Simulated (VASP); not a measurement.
# Ta4N in VASP: a series of runs

The runs below take Ta4N through relaxation of the atoms, with PBE.

Everything below comes from runs of VASP 6.6.1. Logs are shortened: lines on timing, memory, paths and dates and some standing lists are left out, and cuts for length are marked.

## 1. The cell of the first run

The cell holds a slab with vacuum, 5 atoms: a = 3.319 Å, b = 3.319 Å, c = 20.300 Å, α = 90.00°, β = 90.00°, γ = 90.00°.

## 2. Relaxation of the atoms, PBE

INCAR

```
ALGO = Fast
DIPOL = 0.5 0.5 0.352
EDIFF = 1E-7
EDIFFG = -0.025
ENCUT = 520
GGA = PE
IBRION = 2
IDIPOL = 3
ISIF = 2
ISMEAR = 0
LASPH = True
LCHARG = False
LDIPOL = True
LREAL = False
LWAVE = False
NELM = 80
NSW = 36
PREC = Accurate
SIGMA = 0.1
```

KPOINTS

```
k-points
0
Gamma
  8 8 1
```

POSCAR

```
Ta4N
1.0
    3.3189671338      0.0000000000      0.0000000000
    0.0000000000      3.3189671338      0.0000000000
    0.0000000000      0.0000000000     20.2996559829
Ta N
4 1
Selective dynamics
Direct
    0.5000000000      0.5000000000      0.1970476743  F F F
    0.0000000000      0.0000000000      0.2787970186  F F F
    0.5000000000      0.5000000000      0.3599139064  F F F
    0.0000000000      0.0000000000      0.4334879365  F F F
    0.3750000000      0.3750000000      0.4906317620  F F T
```

Potentials or basis: VASP PAW PBE potentials, release 64 (Ta_pv, N).

On the command line:

```bash
> cat potpaw_PBE.64/Ta_pv/POTCAR potpaw_PBE.64/N/POTCAR > POTCAR
> mpirun -np 1 vasp_std > vasp.out
```

OUTCAR:

```text
EDIFF = 1E-7
   EDIFFG = -0.025
   ENCUT = 520
   GGA = PE
   IBRION = 2
   ISIF = 2
   ISMEAR = 0
   LASPH = True
   LREAL = False
   NELM = 80
   NSW = 36
   PREC = Accurate

 ion  position               nearest neighbor table
   1  0.500  0.500  0.197-   2 2.87   2 2.87   2 2.87   2 2.87   3 3.31
   2  0.000  0.000  0.279-   3 2.87   3 2.87   3 2.87   3 2.87   1 2.87   1 2.87   1 2.87   1 2.87
                             4 3.14
   3  0.500  0.500  0.360-   4 2.78   4 2.78   4 2.78   4 2.78   2 2.87   2 2.87   2 2.87   2 2.87
                             1 3.31
   4  0.000  0.000  0.433-   5 2.11   5 2.68   5 2.68   3 2.78   3 2.78   3 2.78   3 2.78   2 3.14

   5  0.375  0.375  0.491-   4 2.11   4 2.68   4 2.68

  LATTYP: Found a simple tetragonal cell.
 ALAT       =     3.3189671338
 C/A-ratio  =     6.1162570054

  Lattice vectors:

 A1 = (   3.3189671338,   0.0000000000,   0.0000000000)
 A2 = (   0.0000000000,   3.3189671338,   0.0000000000)
 A3 = (   0.0000000000,   0.0000000000,  20.2996559829)

Analysis of symmetry for initial positions (statically):
=====================================================================
 Subroutine PRICEL returns:
 Original cell was already a primitive cell.

 Routine SETGRP: Setting up the symmetry group for a
 simple tetragonal supercell.

 Subroutine GETGRP returns: Found  2 space group operations
 (whereof  2 operations were pure point group operations)
 out of a pool of 16 trial point group operations.

The static configuration has the point symmetry C_1h.

Analysis of symmetry for dynamics (positions and initial velocities):
=====================================================================
 Subroutine PRICEL returns:
 Original cell was already a primitive cell.

 Routine SETGRP: Setting up the symmetry group for a
 simple tetragonal supercell.

 Subroutine GETGRP returns: Found  2 space group operations
 (whereof  2 operations were pure point group operations)
 out of a pool of 16 trial point group operations.

The dynamic configuration has the point symmetry C_1h.

Analysis of constrained symmetry for selective dynamics:
=====================================================================
 Subroutine PRICEL returns:
 Original cell was already a primitive cell.

 Routine SETGRP: Setting up the symmetry group for a
 simple tetragonal supercell.

 Subroutine GETGRP returns: Found  2 space group operations
 (whereof  2 operations were pure point group operations)
 out of a pool of 16 trial point group operations.

The constrained configuration has the point symmetry C_1h.

 Subroutine INISYM returns: Found  2 space group operations
 (whereof  2 operations are pure point group operations),
 and found     1 'primitive' translations

----------------------------------------------------------------------------------------

                                     Primitive cell

  volume of cell :     223.6117

  direct lattice vectors                    reciprocal lattice vectors
     3.318967134  0.000000000  0.000000000     0.301298555  0.000000000  0.000000000
     0.000000000  3.318967134  0.000000000     0.000000000  0.301298555  0.000000000
     0.000000000  0.000000000 20.299655983     0.000000000  0.000000000  0.049261919

  length of vectors
     3.318967134  3.318967134 20.299655983     0.301298555  0.301298555  0.049261919

  position of ions in fractional coordinates (direct lattice)
     0.500000000  0.500000000  0.197047674
     0.000000000  0.000000000  0.278797019
     0.500000000  0.500000000  0.359913906
     0.000000000  0.000000000  0.433487937
     0.375000000  0.375000000  0.490631762

  ion indices of the primitive-cell ions
   primitive index   ion index
                 1           1
                 2           2
                 3           3
                 4           4
                 5           5

----------------------------------------------------------------------------------------

 KPOINTS: k-points

Automatic generation of k-mesh.
 Grid dimensions read from file:
 generate k-points for:    8    8    1

 Generating k-lattice:

  Cartesian coordinates                     Fractional coordinates (reciprocal lattice)
     0.037662319  0.000000000  0.000000000     0.125000000  0.000000000  0.000000000
     0.000000000  0.037662319  0.000000000     0.000000000  0.125000000  0.000000000
     0.000000000  0.000000000  0.049261919     0.000000000  0.000000000  1.000000000

  Length of vectors
     0.037662319  0.037662319  0.049261919

  Shift w.r.t. Gamma in fractional coordinates (k-lattice)
     0.000000000  0.000000000  0.000000000

 Subroutine IBZKPT returns following result:
 ===========================================

 Found     21 irreducible k-points:

 Following reciprocal coordinates:
            Coordinates               Weight
  0.000000  0.000000  0.000000      1.000000
  0.125000  0.000000  0.000000      4.000000
  0.250000  0.000000  0.000000      4.000000
  0.375000  0.000000  0.000000      4.000000
  0.500000  0.000000  0.000000      2.000000
  0.125000  0.125000  0.000000      2.000000
[... 13 lines left out ...]
  0.500000  0.375000  0.000000      4.000000
  0.500000  0.500000  0.000000      1.000000
   k-points           NKPTS =     21   k-points in BZ     NKDIM =     21   number of bands    NBANDS=     29
   number of dos      NEDOS =    301   number of ions     NIONS =      5
   total plane-waves  NPLWV = 125440
   dimension x,y,z NGX =    28 NGY =   28 NGZ =  160
   dimension x,y,z NGXF=    56 NGYF=   56 NGZF=  320
   ions per type =               4   1
   NGX,Y,Z   is equivalent  to a cutoff of  14.03, 14.03, 13.10 a.u.
   NGXF,Y,Z  is equivalent  to a cutoff of  28.05, 28.05, 26.21 a.u.
 SYSTEM =  unknown system
   PREC   = accura    normal or accurate (medium, high low for compatibility)
   ISTART =      0    job   : 0-new  1-cont  2-samecut
   ICHARG =      2    charge: 1-file 2-atom 10-const
   ISPIN  =      1    spin polarized calculation?
   LNONCOLLINEAR =      F non collinear calculations
   LSORBIT =      F    spin-orbit coupling
   LASPH  =      T    aspherical Exc in radial PAW
   ENCUT  =  520.0 eV  38.22 Ry    6.18 a.u.   6.17  6.17 37.74*2*pi/ulx,y,z
   NELM   =     80;   NELMIN=  2; NELMDL= -5     # of ELM steps
   EDIFF  = 0.1E-06   stopping-criterion for ELM
   LREAL  =      F    real-space projection
   EDIFFG = -.3E-01   stopping-criterion for IOM
   NSW    =     36    number of steps for IOM
   IBRION =      2    ionic relax: 0-MD 1-quasi-New 2-CG
   NFREE  =      1    steps in history (QN), initial steepest desc. (CG)
   ISIF   =      2    stress and relaxation
   ISYM   =      2    0-nonsym 1-usesym 2-fastsym
   POTIM  = 0.5000    time-step for ionic-motion
   TEBEG  =    0.0;   TEEND  =   0.0 temperature during run
   PSTRESS=    0.0 pullay stress
   NELECT =      49.0000    total number of electrons
   NUPDOWN=      -1.0000    fix difference up-down
   EMIN   =  10.00;   EMAX   =-10.00  energy-range for DOS
   EFERMI =   0.00;   METHOD = LEGACY
   ISMEAR =     0;   SIGMA  =   0.10  broadening in eV -4-tet -1-fermi 0-gaus
   EFERMI_NEDOS =   21; number of points for ismear=-14 and -15
   IALGO  =     68    algorithm
   IMIX   =      4    mixing-type and parameters
     AMIX     =   0.40;   BMIX     =  1.00
     AMIX_MAG =   1.60;   BMIX_MAG =  1.00
  volume/ion in A,a.u.               =      44.72       301.80
  Fermi-wavevector in a.u.,A,eV,Ry     =   0.986981  1.865123 13.253856  0.974131
  Thomas-Fermi vector in A             =   2.118401
   LORBIT       =      0    0 simple, 1 ext, 2 COOP (PROOUT), +10 PAW based schemes
   GGA     = PE    functional components
   LHFCALC =     F    Hartree Fock is set to
   AEXX    =    0.0000 exact exchange contribution
   IVDW    =     0    specifies the selected vdW correction
   LEPSILON=     F    determine dielectric tensor
   LRPA    =     F    only Hartree local field effects (RPA)
 conjugate gradient relaxation of ions
 non-spin polarized calculation
 RMM-DIIS sequential band-by-band and
 Gauss-broadening in eV      SIGMA  =   0.10
  energy-cutoff  :      520.00
  volume of cell :      223.61
 maximum number of plane-waves:      6059
 NGX is ok and might be reduce to    28
   NGX = 13   NGY = 13   NGZ = 75

 dipolmoment           0.000000      0.000000     -0.341886 electrons x Angstroem

--------------------------------------- Ionic step        1  -------------------------------------------

 number of electron      48.9999996 magnetization

 Free energy of the ion-electron system (eV)
  ---------------------------------------------------
  ext. energy  EPLUGINS =         0.00000000
  ---------------------------------------------------
  free energy    TOTEN  =       -52.19216097 eV

  energy without entropy =      -52.17527320  energy(sigma->0) =      -52.18371709

------------------------ aborting loop because EDIFF is reached ----------------------------------------

  FORCE on cell =-STRESS in cart. coord.  units (eV):
  Direction    XX          YY          ZZ          XY          YZ          ZX
  --------------------------------------------------------------------------------------
  -------------------------------------------------------------------------------------
  Total       -6.3648186     -6.3648186     -5.1518435      0.4167365      0.3374085      0.3374089
  in kB      -45.6039051    -45.6039051    -36.9129418      2.9859154      2.4175309      2.4175336
  external PRESSURE =     -42.7069174 kB  Pullay stress =       0.0000000 kB
[... 98 lines left out ...]
  FREE ENERGIE OF THE ION-ELECTRON SYSTEM (eV)
  ---------------------------------------------------
  free  energy   TOTEN  =       -53.4868387125 eV

  energy  without entropy=      -53.4738693542  energy(sigma->0) =      -53.48035403

[... ionic steps 4 to 13 ...]

--------------------------------------- Ionic step       14  -------------------------------------------

 number of electron      48.9999996 magnetization

------------------------ aborting loop because EDIFF is reached ----------------------------------------

  FORCE on cell =-STRESS in cart. coord.  units (eV):
  Direction    XX          YY          ZZ          XY          YZ          ZX
  --------------------------------------------------------------------------------------
  -------------------------------------------------------------------------------------
  Total       -2.7181291     -2.7181291      1.4366694      3.5588115      1.7148895      1.7148886
  in kB      -19.4753862    -19.4753862     10.2937315     25.4988733     12.2871775     12.2871710
  external PRESSURE =      -9.5523469 kB  Pullay stress =       0.0000000 kB
[... 63 lines left out ...]
  energy  without entropy=      -53.4738828517  energy(sigma->0) =      -53.48035890

--------------------------------------- Ionic step       16  -------------------------------------------

 number of electron      48.9999995 magnetization

 dipolmoment           0.000000      0.000000      0.026258 electrons x Angstroem

 Free energy of the ion-electron system (eV)
  ---------------------------------------------------
  ext. energy  EPLUGINS =         0.00000000
  ---------------------------------------------------
  free energy    TOTEN  =       -53.48691309 eV

  energy without entropy =      -53.47395774  energy(sigma->0) =      -53.48043542

 E-fermi :  -0.4834     XC(G=0):  -5.3901

 val. band max:       -0.5031131074   @ k =  -0.1250   0.2500   0.0000
 cond. band min:      -0.4429655602   @ k =   0.2500   0.0000   0.0000
 fundamental gap:      0.0601475472
 Fermi energy:        -0.4833844070

 k-point     1 :       0.0000    0.0000    0.0000
  band No.  band energies     occupation
      1     -35.4293      2.00000
      2     -35.3816      2.00000
      3     -35.2795      2.00000
      4     -35.2099      2.00000
      5     -35.2000      2.00000
      6     -35.1971      2.00000
[... 661 lines left out ...]
     28       1.6459      0.00000
     29       1.9793      0.00000

------------------------ aborting loop because EDIFF is reached ----------------------------------------

 vacuum level on the upper side and lower side of the slab       (xc-potential included)         0.208        -0.338

  FORCE on cell =-STRESS in cart. coord.  units (eV):
  Direction    XX          YY          ZZ          XY          YZ          ZX
  --------------------------------------------------------------------------------------
  -------------------------------------------------------------------------------------
  Total       -2.6750488     -2.6750488      1.4913462      3.5859949      1.7141696      1.7141687
  in kB      -19.1667159    -19.1667159     10.6854909     25.6936421     12.2820195     12.2820132
  external PRESSURE =      -9.2159803 kB  Pullay stress =       0.0000000 kB

 VOLUME and BASIS-vectors are now :
 -----------------------------------------------------------------------------
  energy-cutoff  :      520.00
  volume of cell :      223.61
      direct lattice vectors                 reciprocal lattice vectors
     3.318967134  0.000000000  0.000000000     0.301298555  0.000000000  0.000000000
     0.000000000  3.318967134  0.000000000     0.000000000  0.301298555  0.000000000
     0.000000000  0.000000000 20.299655983     0.000000000  0.000000000  0.049261919
[... 11 lines left out ...]
  FREE ENERGIE OF THE ION-ELECTRON SYSTEM (eV)
  ---------------------------------------------------
  free  energy   TOTEN  =       -53.4869130878 eV

  energy  without entropy=      -53.4739577438  energy(sigma->0) =      -53.48043542

 reached required accuracy - stopping structural energy minimisation

 vacuum level on the upper side and lower side of the slab         3.909         3.338
```

Wall time 26 min (1 thread of Oxide Virtual Turin-like, shared host); peak memory 0.4 GiB.

What came out:

- Free energy: -53.4869 eV
- Energy gained by relaxing: 259.0 meV/atom
- Ionic steps: 16
- Band gap on the k mesh: zero (an odd number of electrons rules out a gap without spin polarisation)

Step by step:
```
step  energy change (eV)  largest force on free atoms (eV/Å)  pressure (GPa)
   1              0.0000                              4.2649           -4.27
   2             -0.7624                              3.0534           -3.37
   3             -1.2947                              0.0481           -0.86
   4             -1.2945                              0.0790           -0.97
   5             -1.2945                              0.0776           -0.97
   6             -1.2945                              0.0749           -0.97
   7             -1.2945                              0.0745           -0.97
   8             -1.2945                              0.0745           -0.97
   9             -1.2945                              0.0742           -0.97
  10             -1.2945                              0.0738           -0.96
  11             -1.2945                              0.0729           -0.96
  12             -1.2946                              0.0715           -0.96
  13             -1.2946                              0.0680           -0.96
  14             -1.2946                              0.0614           -0.96
  15             -1.2947                              0.0480           -0.94
  16             -1.2948                              0.0215           -0.92
```

Final structure:
```
CELL_PARAMETERS angstrom
3.31897 0.00000 0.00000
0.00000 3.31897 0.00000
0.00000 0.00000 20.29966
ATOMIC_POSITIONS crystal
Ta 0.50000 0.50000 0.19705
Ta 0.00000 0.00000 0.27880
Ta 0.50000 0.50000 0.35991
Ta 0.00000 0.00000 0.43349
N 0.37500 0.37500 0.46473
```

Levels at points of the mesh, in eV from the Fermi level:
```
           k point  band 21  band 22  band 23  band 24  band 25  band 26  band 27  band 28  band 29
(0.00, 0.00, 0.00)    -1.35    -0.14     0.08     0.31     0.45     0.51     0.81     0.88     1.58
(0.50, 0.00, 0.00)    -1.38    -0.89    -0.80    -0.16     0.16     0.44     1.23     1.51     1.97
(0.50, 0.50, 0.00)    -1.75    -1.74    -1.35    -0.46    -0.32     1.99     2.09     2.13     2.46
```

Caveat: spin-orbit coupling is left out, which moves the levels of the heavy elements.

(Continued in part 2 of 2.)

The gap in the log of VASP goes by the Fermi energy; the results here count the filled bands.